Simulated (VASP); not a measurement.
# W4C in VASP: relaxation of the atoms with PBE

Aim: the relaxation of the atoms of W4C with PBE.

All numbers are computed with VASP 6.6.1; they aren't measurements. Logs are shortened: lines on timing, memory, paths and dates and some standing lists are left out, and cuts for length are marked.

**1. The cell of the first run**

The cell holds a slab with vacuum, 5 atoms: a = 2.855 Å, b = 4.037 Å, c = 19.457 Å, α = 90.00°, β = 90.00°, γ = 90.00°.

**2. Relaxation of the atoms, PBE**

Input file INCAR:

```
PREC = Accurate ; ENCUT = 520
EDIFF = 1E-7 ; ISMEAR = 0
SIGMA = 0.1 ; LREAL = F
LASPH = T ; NELM = 80
ALGO = Fast ; ISIF = 2
LWAVE = F ; LCHARG = F
LDIPOL = T ; IDIPOL = 3
DIPOL = 0.5 0.5 0.339 ; GGA = PE
IBRION = 2 ; NSW = 36
EDIFFG = -0.025
```

Input file KPOINTS:

```
regular mesh
0
Gamma
  9 7 1
```

Input file POSCAR:

```
W4C
1.0
    2.8547213223      0.0000000000      0.0000000000
    0.0000000000      4.0371856107      0.0000000000
    0.0000000000      0.0000000000     19.4570327473
W C
4 1
Selective dynamics
Direct
    0.5000000000      0.5000000000      0.2055811928  F F F
    0.0000000000      0.0000000000      0.2789408195  F F F
    0.5000000000      0.5000000000      0.3513926690  F F F
    0.0000000000      0.0000000000      0.4089540708  F F F
    0.0000000000      0.5000000000      0.4490424034  F F T
```

Potentials or basis: VASP PAW PBE potentials, release 64 (W_sv, C).

The run is started by

```sh
cat potpaw_PBE.64/W_sv/POTCAR potpaw_PBE.64/C/POTCAR > POTCAR
mpirun -np 1 vasp_std > vasp.out
```

OUTCAR:

```text
PREC = Accurate
   ENCUT = 520
   EDIFF = 1E-7
   ISMEAR = 0
   LREAL = F
   LASPH = T
   NELM = 80
   ISIF = 2
   GGA = PE
   IBRION = 2
   NSW = 36
   EDIFFG = -0.025

 ion  position               nearest neighbor table
   1  0.500  0.500  0.206-   3 2.84   2 2.85   2 2.85   2 2.85   2 2.85
   2  0.000  0.000  0.279-   4 2.53   3 2.85   3 2.85   3 2.85   3 2.85   1 2.85   1 2.85   1 2.85
                             1 2.85
   3  0.500  0.500  0.351-   5 2.38   5 2.38   4 2.71   4 2.71   4 2.71   4 2.71   1 2.84   2 2.85
                             2 2.85   2 2.85   2 2.85
   4  0.000  0.000  0.409-   5 2.16   5 2.16   2 2.53   3 2.71   3 2.71   3 2.71   3 2.71
   5  0.000  0.500  0.449-   4 2.16   4 2.16   3 2.38   3 2.38

  LATTYP: Found a simple orthorhombic cell.
 ALAT       =     2.8547213223
 B/A-ratio  =     1.4142135623
 C/A-ratio  =     6.8157380531

  Lattice vectors:

 A1 = (   2.8547213223,   0.0000000000,   0.0000000000)
 A2 = (   0.0000000000,   4.0371856107,   0.0000000000)
 A3 = (   0.0000000000,   0.0000000000,  19.4570327473)

Analysis of symmetry for initial positions (statically):
=====================================================================
 Subroutine PRICEL returns:
 Original cell was already a primitive cell.

 Routine SETGRP: Setting up the symmetry group for a
 simple orthorhombic supercell.

 Subroutine GETGRP returns: Found  4 space group operations
 (whereof  4 operations were pure point group operations)
 out of a pool of  8 trial point group operations.

The static configuration has the point symmetry C_2v.

Analysis of symmetry for dynamics (positions and initial velocities):
=====================================================================
 Subroutine PRICEL returns:
 Original cell was already a primitive cell.

 Routine SETGRP: Setting up the symmetry group for a
 simple orthorhombic supercell.

 Subroutine GETGRP returns: Found  4 space group operations
 (whereof  4 operations were pure point group operations)
 out of a pool of  8 trial point group operations.

The dynamic configuration has the point symmetry C_2v.

Analysis of constrained symmetry for selective dynamics:
=====================================================================
 Subroutine PRICEL returns:
 Original cell was already a primitive cell.

 Routine SETGRP: Setting up the symmetry group for a
 simple orthorhombic supercell.

 Subroutine GETGRP returns: Found  4 space group operations
 (whereof  4 operations were pure point group operations)
 out of a pool of  8 trial point group operations.

The constrained configuration has the point symmetry C_2v.

 Subroutine INISYM returns: Found  4 space group operations
 (whereof  4 operations are pure point group operations),
 and found     1 'primitive' translations

----------------------------------------------------------------------------------------

                                     Primitive cell

  volume of cell :     224.2431

  direct lattice vectors                    reciprocal lattice vectors
     2.854721322  0.000000000  0.000000000     0.350296890  0.000000000  0.000000000
     0.000000000  4.037185611  0.000000000     0.000000000  0.247697306  0.000000000
     0.000000000  0.000000000 19.457032747     0.000000000  0.000000000  0.051395298

  length of vectors
     2.854721322  4.037185611 19.457032747     0.350296890  0.247697306  0.051395298

  position of ions in fractional coordinates (direct lattice)
     0.500000000  0.500000000  0.205581193
     0.000000000  0.000000000  0.278940820
     0.500000000  0.500000000  0.351392669
     0.000000000  0.000000000  0.408954071
     0.000000000  0.500000000  0.449042403

  ion indices of the primitive-cell ions
   primitive index   ion index
                 1           1
                 2           2
                 3           3
                 4           4
                 5           5

----------------------------------------------------------------------------------------

 KPOINTS: regular mesh

Automatic generation of k-mesh.
 Grid dimensions read from file:
 generate k-points for:    9    7    1

 Generating k-lattice:

  Cartesian coordinates                     Fractional coordinates (reciprocal lattice)
     0.038921877  0.000000000  0.000000000     0.111111111  0.000000000  0.000000000
     0.000000000  0.035385329  0.000000000     0.000000000  0.142857143  0.000000000
     0.000000000  0.000000000  0.051395298     0.000000000  0.000000000  1.000000000

  Length of vectors
     0.038921877  0.035385329  0.051395298

  Shift w.r.t. Gamma in fractional coordinates (k-lattice)
     0.000000000  0.000000000  0.000000000

 Subroutine IBZKPT returns following result:
 ===========================================

 Found     20 irreducible k-points:

 Following reciprocal coordinates:
            Coordinates               Weight
  0.000000  0.000000  0.000000      1.000000
  0.111111  0.000000  0.000000      2.000000
  0.222222  0.000000  0.000000      2.000000
  0.333333  0.000000  0.000000      2.000000
  0.444444  0.000000  0.000000      2.000000
  0.000000  0.142857  0.000000      2.000000
[... 12 lines left out ...]
  0.333333  0.428571  0.000000      4.000000
  0.444444  0.428571  0.000000      4.000000
   k-points           NKPTS =     20   k-points in BZ     NKDIM =     20   number of bands    NBANDS=     36
   number of dos      NEDOS =    301   number of ions     NIONS =      5
   total plane-waves  NPLWV = 108000
   dimension x,y,z NGX =    24 NGY =   30 NGZ =  150
   dimension x,y,z NGXF=    48 NGYF=   60 NGZF=  300
   ions per type =               4   1
   NGX,Y,Z   is equivalent  to a cutoff of  13.98, 12.35, 12.82 a.u.
   NGXF,Y,Z  is equivalent  to a cutoff of  27.95, 24.71, 25.63 a.u.
 SYSTEM =  unknown system
   PREC   = accura    normal or accurate (medium, high low for compatibility)
   ISTART =      0    job   : 0-new  1-cont  2-samecut
   ICHARG =      2    charge: 1-file 2-atom 10-const
   ISPIN  =      1    spin polarized calculation?
   LNONCOLLINEAR =      F non collinear calculations
   LSORBIT =      F    spin-orbit coupling
   LASPH  =      T    aspherical Exc in radial PAW
   ENCUT  =  520.0 eV  38.22 Ry    6.18 a.u.   5.31  7.51 36.18*2*pi/ulx,y,z
   NELM   =     80;   NELMIN=  2; NELMDL= -5     # of ELM steps
   EDIFF  = 0.1E-06   stopping-criterion for ELM
   LREAL  =      F    real-space projection
   EDIFFG = -.3E-01   stopping-criterion for IOM
   NSW    =     36    number of steps for IOM
   IBRION =      2    ionic relax: 0-MD 1-quasi-New 2-CG
   NFREE  =      1    steps in history (QN), initial steepest desc. (CG)
   ISIF   =      2    stress and relaxation
   ISYM   =      2    0-nonsym 1-usesym 2-fastsym
   POTIM  = 0.5000    time-step for ionic-motion
   TEBEG  =    0.0;   TEEND  =   0.0 temperature during run
   PSTRESS=    0.0 pullay stress
   NELECT =      60.0000    total number of electrons
   NUPDOWN=      -1.0000    fix difference up-down
   EMIN   =  10.00;   EMAX   =-10.00  energy-range for DOS
   EFERMI =   0.00;   METHOD = LEGACY
   ISMEAR =     0;   SIGMA  =   0.10  broadening in eV -4-tet -1-fermi 0-gaus
   EFERMI_NEDOS =   21; number of points for ismear=-14 and -15
   IALGO  =     68    algorithm
   IMIX   =      4    mixing-type and parameters
     AMIX     =   0.40;   BMIX     =  1.00
     AMIX_MAG =   1.60;   BMIX_MAG =  1.00
  volume/ion in A,a.u.               =      44.85       302.65
  Fermi-wavevector in a.u.,A,eV,Ry     =   1.054918  1.993507 15.141284  1.112853
  Thomas-Fermi vector in A             =   2.190097
   LORBIT       =      0    0 simple, 1 ext, 2 COOP (PROOUT), +10 PAW based schemes
   GGA     = PE    functional components
   LHFCALC =     F    Hartree Fock is set to
   AEXX    =    0.0000 exact exchange contribution
   IVDW    =     0    specifies the selected vdW correction
   LEPSILON=     F    determine dielectric tensor
   LRPA    =     F    only Hartree local field effects (RPA)
 conjugate gradient relaxation of ions
 non-spin polarized calculation
 RMM-DIIS sequential band-by-band and
 Gauss-broadening in eV      SIGMA  =   0.10
  energy-cutoff  :      520.00
  volume of cell :      224.24
 maximum number of plane-waves:      6071
 NGX is ok and might be reduce to    24
   NGX = 11   NGY = 15   NGZ = 73

--------------------------------------- Ionic step        1  -------------------------------------------

 number of electron      59.9999989 magnetization

 Free energy of the ion-electron system (eV)
  ---------------------------------------------------
  ext. energy  EPLUGINS =         0.00000000
  ---------------------------------------------------
  free energy    TOTEN  =       -54.01842679 eV

  energy without entropy =      -53.99973995  energy(sigma->0) =      -54.00908337

 E-fermi :  -0.0225     XC(G=0):  -5.2890

 val. band max:       -0.0357755770   @ k =   0.2222   0.2857   0.0000
 cond. band min:       0.0024934189   @ k =   0.3333   0.4286   0.0000
 fundamental gap:      0.0382689958
 Fermi energy:        -0.0225305909

 k-point     1 :       0.0000    0.0000    0.0000
  band No.  band energies     occupation
      1     -73.9766      2.00000
      2     -73.7065      2.00000
      3     -73.6024      2.00000
      4     -73.5126      2.00000
      5     -38.4701      2.00000
      6     -38.3783      2.00000
[... 840 lines left out ...]
  FREE ENERGIE OF THE ION-ELECTRON SYSTEM (eV)
  ---------------------------------------------------
  free  energy   TOTEN  =       -54.3598747378 eV

  energy  without entropy=      -54.3415000360  energy(sigma->0) =      -54.35068739

 dipolmoment           0.000000      0.000000     -0.010770 electrons x Angstroem

--------------------------------------- Ionic step        3  -------------------------------------------

 number of electron      59.9999989 magnetization

------------------------ aborting loop because EDIFF is reached ----------------------------------------

  FORCE on cell =-STRESS in cart. coord.  units (eV):
  Direction    XX          YY          ZZ          XY          YZ          ZX
  --------------------------------------------------------------------------------------
  -------------------------------------------------------------------------------------
  Total        5.2174406      3.9470825      1.2296318      0.0000000      0.0000000      0.0000000
  in kB       37.2776952     28.2012098      8.7855032      0.0000000      0.0000000      0.0000000
  external PRESSURE =      24.7548027 kB  Pullay stress =       0.0000000 kB
[... 63 lines left out ...]
  energy  without entropy=      -54.5984759669  energy(sigma->0) =      -54.60793992

--------------------------------------- Ionic step        5  -------------------------------------------

 number of electron      59.9999988 magnetization

 dipolmoment           0.000000      0.000000      0.042469 electrons x Angstroem

 Free energy of the ion-electron system (eV)
  ---------------------------------------------------
  ext. energy  EPLUGINS =         0.00000000
  ---------------------------------------------------
  free energy    TOTEN  =       -54.61884369 eV

  energy without entropy =      -54.59863559  energy(sigma->0) =      -54.60873964

 E-fermi :   0.3009     XC(G=0):  -5.2086

 val. band max:        0.2579091893   @ k =   0.0000   0.4286   0.0000
 cond. band min:       0.3190868277   @ k =   0.4444   0.4286   0.0000
 fundamental gap:      0.0611776384
 Fermi energy:         0.3008595406

 k-point     1 :       0.0000    0.0000    0.0000
  band No.  band energies     occupation
      1     -73.7005      2.00000
      2     -73.4179      2.00000
      3     -73.2991      2.00000
      4     -73.0970      2.00000
      5     -38.1855      2.00000
      6     -38.0944      2.00000
[... 769 lines left out ...]
     35       3.0544      0.00000
     36       3.3736      0.00000

------------------------ aborting loop because EDIFF is reached ----------------------------------------

 vacuum level on the upper side and lower side of the slab       (xc-potential included)         0.319        -0.429

  FORCE on cell =-STRESS in cart. coord.  units (eV):
  Direction    XX          YY          ZZ          XY          YZ          ZX
  --------------------------------------------------------------------------------------
  -------------------------------------------------------------------------------------
  Total        5.6009480      4.8146930      1.9077562      0.0000000      0.0000000      0.0000000
  in kB       40.0177877     34.4001346     13.6305827      0.0000000      0.0000000      0.0000000
  external PRESSURE =      29.3495017 kB  Pullay stress =       0.0000000 kB

 VOLUME and BASIS-vectors are now :
 -----------------------------------------------------------------------------
  energy-cutoff  :      520.00
  volume of cell :      224.24
      direct lattice vectors                 reciprocal lattice vectors
     2.854721322  0.000000000  0.000000000     0.350296890  0.000000000  0.000000000
     0.000000000  4.037185611  0.000000000     0.000000000  0.247697306  0.000000000
     0.000000000  0.000000000 19.457032747     0.000000000  0.000000000  0.051395298
[... 11 lines left out ...]
  FREE ENERGIE OF THE ION-ELECTRON SYSTEM (eV)
  ---------------------------------------------------
  free  energy   TOTEN  =       -54.6188436923 eV

  energy  without entropy=      -54.5986355930  energy(sigma->0) =      -54.60873964

 reached required accuracy - stopping structural energy minimisation

 vacuum level on the upper side and lower side of the slab         5.128         4.369
```

Wall time 21 min (1 thread of Oxide Virtual Turin-like, shared host); peak memory 0.38 GiB.

Results:

```
Free energy               : -54.6188 eV
Energy gained by relaxing : 120.1 meV/atom
Ionic steps               : 5
Band gap on the k mesh    : zero (bands 30 and 31 overlap by 0.52 eV)
```

The path:
```tsv
step	energy change (eV)	largest force on free atoms (eV/Å)	pressure (GPa)
1	0.0000	2.8438	-0.59
2	-0.3414	2.0447	0.49
3	-0.5910	0.4525	2.48
4	-0.5990	0.1961	3.14
5	-0.6004	0.0199	2.93
```

Final structure:
```
W C
1.0
     2.85472    0.00000    0.00000
     0.00000    4.03719    0.00000
     0.00000    0.00000   19.45703
W C
4 1
Direct
  0.50000 0.50000 0.20558
  0.00000 0.00000 0.27894
  0.50000 0.50000 0.35139
  0.00000 0.00000 0.40895
  0.00000 0.50000 0.43004
```

Levels at points of the mesh, in eV from the Fermi level:
```csv
k point,band 26,band 27,band 28,band 29,band 30,band 31,band 32,band 33,band 34,band 35
"(0.00, 0.00, 0.00)",-1.50,-1.06,-0.93,-0.55,-0.28,-0.06,0.63,0.75,1.02,1.93
```

Caveat: spin-orbit coupling is left out, which moves the levels of the heavy elements.
